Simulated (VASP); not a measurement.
# LaScF (P4/nmm) in VASP: single point with PBE

Aim: the single point of LaScF with PBE.

Everything below comes from runs of VASP 6.6.1. Logs are shortened: lines on timing, memory, paths and dates and some standing lists are left out, and cuts for length are marked.

### Step 1. The cell of the first run

Symmetry: P4/nmm, No. 129, tetragonal system. The conventional cell has a = 4.245 Å, b = 4.245 Å, c = 6.435 Å, α = 90.00°, β = 90.00°, γ = 90.00°. La (site symmetry -4m2) has 4 F at 2.76 Å and 4 Sc at 2.78 Å and 4 La at 3.00 Å within 3.6 Å. Within 3.7 Å of Sc (site symmetry 4mm) lie 4 La at 2.78 Å and 6 F at 2.88 to 3.56 Å. F (site symmetry 4mm) has 4 La at 2.76 Å and 6 Sc at 2.88 to 3.56 Å within 3.6 Å.

The cell was built from a structure type or drawn by symmetry, and may not be a known phase.

### Step 2. Single point, PBE

INCAR reads:

```
  PREC = Accurate
  ENCUT = 520
  EDIFF = 1E-7
  ISMEAR = 0
  SIGMA = 0.1
  LREAL = False
  LASPH = True
  NELM = 60
  ALGO = Normal
  ISIF = 2
  LWAVE = False
  LCHARG = False
  GGA = PE
  NBANDS = 38
```

KPOINTS reads:

```
regular mesh
0
Gamma
  4 4 4
```

POSCAR reads:

```
LaScF
1.0
    4.2452349700      0.0000000000      0.0000000000
    0.0000000000      4.2452349700      0.0000000000
    0.0000000000      0.0000000000      6.4350994500
La Sc F
2 2 2
Direct
    0.0000000000      0.0000000000      0.0000000000
    0.5000000000      0.5000000000      0.0000000000
    0.5000000000      0.0000000000      0.2800000000
    0.0000000000      0.5000000000      0.7200000000
    0.5000000000      0.0000000000      0.7270000000
    0.0000000000      0.5000000000      0.2730000000
```

Potentials or basis: VASP PAW PBE potentials, release 64 (La, Sc_sv, F).

Command:

```console
cat potpaw_PBE.64/La/POTCAR potpaw_PBE.64/Sc_sv/POTCAR potpaw_PBE.64/F/POTCAR > POTCAR
mpirun -np 1 vasp_std > vasp.out
```

OUTCAR:

```text
PREC = Accurate
   ENCUT = 520
   EDIFF = 1E-7
   ISMEAR = 0
   LREAL = False
   LASPH = True
   NELM = 60
   ISIF = 2
   GGA = PE

 ion  position               nearest neighbor table
   1  0.000  0.000  0.000-   5 2.76   6 2.76   6 2.76   5 2.76   4 2.78   3 2.78   3 2.78   4 2.78
                             2 3.00   2 3.00   2 3.00   2 3.00
   2  0.500  0.500  0.000-   5 2.76   6 2.76   5 2.76   6 2.76   3 2.78   3 2.78   4 2.78   4 2.78
                             1 3.00   1 3.00   1 3.00   1 3.00
   3  0.500  0.000  0.280-   1 2.78   2 2.78   2 2.78   1 2.78
   4  0.000  0.500  0.720-   1 2.78   2 2.78   1 2.78   2 2.78
   5  0.500  0.000  0.727-   1 2.76   2 2.76   2 2.76   1 2.76
   6  0.000  0.500  0.273-   1 2.76   2 2.76   1 2.76   2 2.76

  LATTYP: Found a simple tetragonal cell.
 ALAT       =     4.2452349700
 C/A-ratio  =     1.5158405826

  Lattice vectors:

 A1 = (   4.2452349700,   0.0000000000,   0.0000000000)
 A2 = (   0.0000000000,   4.2452349700,   0.0000000000)
 A3 = (   0.0000000000,   0.0000000000,   6.4350994500)

Analysis of symmetry for initial positions (statically):
=====================================================================
 Subroutine PRICEL returns:
 Original cell was already a primitive cell.

 Routine SETGRP: Setting up the symmetry group for a
 simple tetragonal supercell.

 Subroutine GETGRP returns: Found 16 space group operations
 (whereof  8 operations were pure point group operations)
 out of a pool of 16 trial point group operations.

The static configuration has the point symmetry D_2d.
 The point group associated with its full space group is D_4h.

Analysis of symmetry for dynamics (positions and initial velocities):
=====================================================================
 Subroutine PRICEL returns:
 Original cell was already a primitive cell.

 Routine SETGRP: Setting up the symmetry group for a
 simple tetragonal supercell.

 Subroutine GETGRP returns: Found 16 space group operations
 (whereof  8 operations were pure point group operations)
 out of a pool of 16 trial point group operations.

The dynamic configuration has the point symmetry D_2d.
 The point group associated with its full space group is D_4h.

 Subroutine INISYM returns: Found 16 space group operations
 (whereof  8 operations are pure point group operations),
 and found     1 'primitive' translations

----------------------------------------------------------------------------------------

                                     Primitive cell

  volume of cell :     115.9735

  direct lattice vectors                    reciprocal lattice vectors
     4.245234970  0.000000000  0.000000000     0.235558222  0.000000000  0.000000000
     0.000000000  4.245234970  0.000000000     0.000000000  0.235558222  0.000000000
     0.000000000  0.000000000  6.435099450     0.000000000  0.000000000  0.155397754

  length of vectors
     4.245234970  4.245234970  6.435099450     0.235558222  0.235558222  0.155397754

  position of ions in fractional coordinates (direct lattice)
     0.000000000  0.000000000  0.000000000
     0.500000000  0.500000000  0.000000000
     0.500000000  0.000000000  0.280000000
     0.000000000  0.500000000  0.720000000
     0.500000000  0.000000000  0.727000000
     0.000000000  0.500000000  0.273000000

  ion indices of the primitive-cell ions
   primitive index   ion index
                 1           1
                 2           2
                 3           3
                 4           4
                 5           5
                 6           6

----------------------------------------------------------------------------------------

 KPOINTS: regular mesh

Automatic generation of k-mesh.
 Grid dimensions read from file:
 generate k-points for:    4    4    4

 Generating k-lattice:

  Cartesian coordinates                     Fractional coordinates (reciprocal lattice)
     0.058889555  0.000000000  0.000000000     0.250000000  0.000000000  0.000000000
     0.000000000  0.058889555  0.000000000     0.000000000  0.250000000  0.000000000
     0.000000000  0.000000000  0.038849438     0.000000000  0.000000000  0.250000000

  Length of vectors
     0.058889555  0.058889555  0.038849438

  Shift w.r.t. Gamma in fractional coordinates (k-lattice)
     0.000000000  0.000000000  0.000000000

 Subroutine IBZKPT returns following result:
 ===========================================

 Found     18 irreducible k-points:

 Following reciprocal coordinates:
            Coordinates               Weight
  0.000000  0.000000  0.000000      1.000000
  0.250000  0.000000  0.000000      4.000000
  0.500000  0.000000  0.000000      2.000000
  0.250000  0.250000  0.000000      4.000000
  0.500000  0.250000  0.000000      4.000000
  0.500000  0.500000  0.000000      1.000000
[... 10 lines left out ...]
  0.500000  0.250000  0.500000      4.000000
  0.500000  0.500000  0.500000      1.000000
   k-points           NKPTS =     18   k-points in BZ     NKDIM =     18   number of bands    NBANDS=     38
   number of dos      NEDOS =    301   number of ions     NIONS =      6
   total plane-waves  NPLWV =  49152
   dimension x,y,z NGX =    32 NGY =   32 NGZ =   48
   dimension x,y,z NGXF=    64 NGYF=   64 NGZF=   96
   ions per type =               2   2   2
   NGX,Y,Z   is equivalent  to a cutoff of  12.53, 12.53, 12.40 a.u.
   NGXF,Y,Z  is equivalent  to a cutoff of  25.06, 25.06, 24.80 a.u.
 SYSTEM =  unknown system
   PREC   = accura    normal or accurate (medium, high low for compatibility)
   ISTART =      0    job   : 0-new  1-cont  2-samecut
   ICHARG =      2    charge: 1-file 2-atom 10-const
   ISPIN  =      1    spin polarized calculation?
   LNONCOLLINEAR =      F non collinear calculations
   LSORBIT =      F    spin-orbit coupling
   LASPH  =      T    aspherical Exc in radial PAW
   ENCUT  =  520.0 eV  38.22 Ry    6.18 a.u.   7.89  7.89 11.97*2*pi/ulx,y,z
   NELM   =     60;   NELMIN=  2; NELMDL= -5     # of ELM steps
   EDIFF  = 0.1E-06   stopping-criterion for ELM
   LREAL  =      F    real-space projection
   EDIFFG = 0.1E-05   stopping-criterion for IOM
   NSW    =      0    number of steps for IOM
   IBRION =     -1    ionic relax: 0-MD 1-quasi-New 2-CG
   NFREE  =      0    steps in history (QN), initial steepest desc. (CG)
   ISIF   =      2    stress and relaxation
   ISYM   =      2    0-nonsym 1-usesym 2-fastsym
   POTIM  = 0.5000    time-step for ionic-motion
   TEBEG  =    0.0;   TEEND  =   0.0 temperature during run
   PSTRESS=    0.0 pullay stress
   NELECT =      58.0000    total number of electrons
   NUPDOWN=      -1.0000    fix difference up-down
   EMIN   =  10.00;   EMAX   =-10.00  energy-range for DOS
   EFERMI =   0.00;   METHOD = LEGACY
   ISMEAR =     0;   SIGMA  =   0.10  broadening in eV -4-tet -1-fermi 0-gaus
   EFERMI_NEDOS =   21; number of points for ismear=-14 and -15
   IALGO  =     38    algorithm
   IMIX   =      4    mixing-type and parameters
     AMIX     =   0.40;   BMIX     =  1.00
     AMIX_MAG =   1.60;   BMIX_MAG =  1.00
  volume/ion in A,a.u.               =      19.33       130.44
  Fermi-wavevector in a.u.,A,eV,Ry     =   1.299465  2.455633 22.974924  1.688609
  Thomas-Fermi vector in A             =   2.430727
   LORBIT       =      0    0 simple, 1 ext, 2 COOP (PROOUT), +10 PAW based schemes
   GGA     = PE    functional components
   LHFCALC =     F    Hartree Fock is set to
   AEXX    =    0.0000 exact exchange contribution
   IVDW    =     0    specifies the selected vdW correction
   LEPSILON=     F    determine dielectric tensor
   LRPA    =     F    only Hartree local field effects (RPA)
 non-spin polarized calculation
 Gauss-broadening in eV      SIGMA  =   0.10
  energy-cutoff  :      520.00
  volume of cell :      115.97
 maximum number of plane-waves:      3156
 NGX is ok and might be reduce to    32
   NGX = 15   NGY = 15   NGZ = 23

 number of electron      57.9999983 magnetization

 Free energy of the ion-electron system (eV)
  ---------------------------------------------------
  ext. energy  EPLUGINS =         0.00000000
  ---------------------------------------------------
  free energy    TOTEN  =       -26.80067437 eV

  energy without entropy =      -26.77133257  energy(sigma->0) =      -26.78600347

 E-fermi :   7.4092     XC(G=0): -10.3120

 val. band max:        7.3996561451   @ k =   0.5000   0.2500   0.0000
 cond. band min:       7.4456757550   @ k =   0.2500   0.0000   0.2500
 fundamental gap:      0.0460196099
 Fermi energy:         7.4091514866

 k-point     1 :       0.0000    0.0000    0.0000
  band No.  band energies     occupation
      1     -42.0189      2.00000
      2     -42.0151      2.00000
      3     -25.2723      2.00000
      4     -23.8934      2.00000
      5     -20.8624      2.00000
      6     -20.8624      2.00000
[... 30 lines left out ...]
     37      10.2298      0.00000
     38      10.4526      0.00000

 k-point     2 :       0.2500    0.0000    0.0000
  band No.  band energies     occupation
      1     -42.0177      2.00000
      2     -42.0150      2.00000
      3     -25.0966      2.00000
      4     -24.1285      2.00000
      5     -20.8578      2.00000
      6     -20.8434      2.00000
[... 30 lines left out ...]
     37       9.8862      0.00000
     38       9.9784      0.00000

 k-point     3 :       0.5000    0.0000    0.0000
  band No.  band energies     occupation
      1     -42.0157      2.00000
      2     -42.0157      2.00000
      3     -24.6412      2.00000
      4     -24.6412      2.00000
      5     -20.8489      2.00000
      6     -20.8489      2.00000
[... 30 lines left out ...]
     37       9.9848      0.00000
     38       9.9996      0.00000

 k-point     4 :       0.2500    0.2500    0.0000
  band No.  band energies     occupation
      1     -42.0166      2.00000
      2     -42.0148      2.00000
      3     -24.9615      2.00000
      4     -24.2768      2.00000
      5     -20.8714      2.00000
      6     -20.8564      2.00000
[... 30 lines left out ...]
     37       9.7248      0.00000
     38       9.9080      0.00000
[... 457 lines left out ...]
      4     -24.2766      2.00000
      5     -20.8732      2.00000
      6     -20.8644      2.00000
[... 30 lines left out ...]
     37       9.7289      0.00000
     38       9.9348      0.00000

 k-point    17 :       0.5000    0.2500    0.5000
  band No.  band energies     occupation
      1     -42.0151      2.00000
      2     -42.0151      2.00000
      3     -24.6260      2.00000
      4     -24.6260      2.00000
      5     -20.8732      2.00000
      6     -20.8732      2.00000
[... 30 lines left out ...]
     37       9.6160      0.00000
     38       9.6191      0.00000

 k-point    18 :       0.5000    0.5000    0.5000
  band No.  band energies     occupation
      1     -42.0144      2.00000
      2     -42.0144      2.00000
      3     -24.6102      2.00000
      4     -24.6102      2.00000
      5     -20.8816      2.00000
      6     -20.8816      2.00000
[... 30 lines left out ...]
     37       9.6142      0.00000
     38       9.6142      0.00000

------------------------ aborting loop because EDIFF is reached ----------------------------------------

  FORCE on cell =-STRESS in cart. coord.  units (eV):
  Direction    XX          YY          ZZ          XY          YZ          ZX
  --------------------------------------------------------------------------------------
  -------------------------------------------------------------------------------------
  Total        8.8663175      8.8663175     11.6524117      0.0000000     -0.0000000      0.0000000
  in kB      122.4884487    122.4884487    160.9784247      0.0000000     -0.0000000      0.0000000
  external PRESSURE =     135.3184407 kB  Pullay stress =       0.0000000 kB

 VOLUME and BASIS-vectors are now :
 -----------------------------------------------------------------------------
  energy-cutoff  :      520.00
  volume of cell :      115.97
      direct lattice vectors                 reciprocal lattice vectors
     4.245234970  0.000000000  0.000000000     0.235558222  0.000000000  0.000000000
     0.000000000  4.245234970  0.000000000     0.000000000  0.235558222  0.000000000
     0.000000000  0.000000000  6.435099450     0.000000000  0.000000000  0.155397754

 POSITION                                       TOTAL-FORCE (eV/Angst)
 -----------------------------------------------------------------------------------
      0.00000      0.00000      0.00000        -0.000000      0.000000     -0.000000
      2.12262      2.12262      0.00000        -0.000000     -0.000000     -0.000000
      2.12262      0.00000      1.80183         0.000000      0.000000      4.534432
      0.00000      2.12262      4.63327        -0.000000      0.000000     -4.534432
      2.12262      0.00000      4.67832        -0.000000      0.000000     -0.608523
      0.00000      2.12262      1.75678        -0.000000      0.000000      0.608523
 -----------------------------------------------------------------------------------
    total drift:                                0.000000     -0.000000      0.000000

  FREE ENERGIE OF THE ION-ELECTRON SYSTEM (eV)
  ---------------------------------------------------
  free  energy   TOTEN  =       -26.8006743685 eV

  energy  without entropy=      -26.7713325745  energy(sigma->0) =      -26.78600347
```

Wall time 1.7 min (1 thread of Oxide Virtual Turin-like, shared host); peak memory 0.23 GiB.

What came out:

| Property | Result |
| --- | --- |
| Free energy | -26.8007 eV |
| Pressure | 13.5 GPa |
| Largest force | 4.534 eV/Å |
| Band gap on the k mesh | zero (bands 29 and 30 overlap by 1.17 eV) |

Forces in eV/Å, atoms in the order of the input:
```
La   0.000  0.000  0.000
La   0.000  0.000  0.000
Sc   0.000  0.000  4.534
Sc   0.000  0.000 -4.534
F    0.000  0.000 -0.609
F    0.000  0.000  0.609
```

Stress tensor (GPa, compression positive):
```
12.25  0.00  0.00
 0.00 12.25  0.00
 0.00  0.00 16.10
```

Caveat: the k points lie up to 0.37 Å⁻¹ apart, too coarse for converged energies and pressures of a metal; spin-orbit coupling is left out, which moves the levels of the heavy elements; forces of over 1 eV/Å act on the atoms, so gaps and moduli don't describe the material at rest.
